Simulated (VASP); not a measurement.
A run of VASP 6.6.1 is set up as follows.

The input INCAR:

```
PREC = Accurate
ENCUT = 520
EDIFF = 1E-7
ISMEAR = 0
SIGMA = 0.15
LREAL = F
LASPH = T
NELM = 100
ALGO = Fast
ISIF = 2
LWAVE = F
LCHARG = F
NBANDS = 14
```

File KPOINTS:

```
regular mesh
0
Gamma
  12 12 10
```

POSCAR

```
Na
1.0
    0.0000000000     -3.6205084948      0.0000000000
   -3.6205084948      0.0000000000      0.0000000000
    0.0000000000      0.0000000000     -5.0841636952
Na
2
Direct
    0.5000000000      0.5546055893      0.5199246142
    0.0000000000     -0.0546055893     -0.0199246142
```

Potentials or basis: VASP PAW LDA potentials, release 64 (Na_pv).

The run is started by

```console
$ cat potpaw_LDA.64/Na_pv/POTCAR > POTCAR
$ mpirun -np 1 vasp_std > vasp.out
```

(1) What does it give for the pressure?

(2) Estimate the largest force.

Answers

(1) 0.2 GPa.

(2) 0.250 eV/Å.

Caveat: the cell differs from its parent crystal (atoms displaced along a vibrational mode).
